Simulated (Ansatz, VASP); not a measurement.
**In: VASP beside Ansatz**

Contents of INCAR:

```
SYSTEM = In
ALGO     = Normal         ! electronic algorithm
EDIFF    = 1E-7           ! SCF threshold, eV
ENCUT    = 520            ! plane-wave cutoff, eV
GGA      = PS             ! functional
ISIF     = 2              ! what is computed and relaxed
ISMEAR   = -1             ! smearing method
LASPH    = .True.         ! aspherical terms in the spheres
LCHARG   = .True.         ! write CHGCAR
LELF     = .True.         ! ELF
LREAL    = .False.        ! projectors in reciprocal space
LVHAR    = .True.       
LWAVE    = .False.        ! write WAVECAR
NBANDS   = 20             ! bands
NELM     = 80             ! most SCF steps
PREC     = Accurate       ! precision mode
SIGMA    = 0.1            ! smearing width, eV
```

KPOINTS

```
k-points
0
Gamma
  12 12 7
  0 0 0
```

File POSCAR:

```
In
1.0
    3.4024816156      0.0000000000      0.0000000000
   -1.7012408078      2.9466355150      0.0000000000
    0.0000000000      0.0000000000      5.5338508733
In
2
Direct
    0.3333333333      0.6666666667      0.2500000000
    0.6666666667      0.3333333333      0.7500000000
```

Input for Ansatz:

```yaml
crystal:
  lattice:
    - [3.4024816156, 0.0, 0.0]
    - [-1.7012408078, 2.946635515, 0.0]
    - [0.0, 0.0, 5.5338508733]
  atoms:
    - { symbol: In, position: [0.3333333333, 0.6666666667, 0.25] }
    - { symbol: In, position: [0.6666666667, 0.3333333333, 0.75] }
hamiltonian:
  xc: pbesol
  pseudopotentials:
    kind: paw
    azcp:
      In: "pseudopotentials/In.paw.azcp"
basis:
  ecutwfc: 420
  fft_grid_basis: typed
kpoints:
  mp_grid: { grid: [12, 12, 7], shift: [0, 0, 0] }
magnetization:
  spin_polarized: false
scf:
  occupations: { method: fermi_dirac, width: 0.1 }
  lower_state_search: "off"
output:
  stress: true
```

Alike in both runs: task single point; functional PBEsol; k mesh 12 × 12 × 7; occupations fermi-dirac, width 0.1 eV; no spin polarisation.

```csv
,VASP,Ansatz
version,VASP 6.6.1,Ansatz 0.2.0
potentials or method,"VASP PAW PBE potentials, release 64 (In_d), cutoff 520 eV","plane waves (420 eV) with PAW, scalar-relativistic"
valence electrons in the cell,26,26
```

Ansatz gave:

* pressure (GPa): -2.7
* traceless stress, the component that is largest in VASP (GPa): -0.46

Which values does VASP return?

Pressure (GPa): -2.8; traceless stress, the component that is largest in VASP (GPa): -0.46.

VASP's potentials were made for PBE, not for PBEsol, and Ansatz warns of the same on its side.
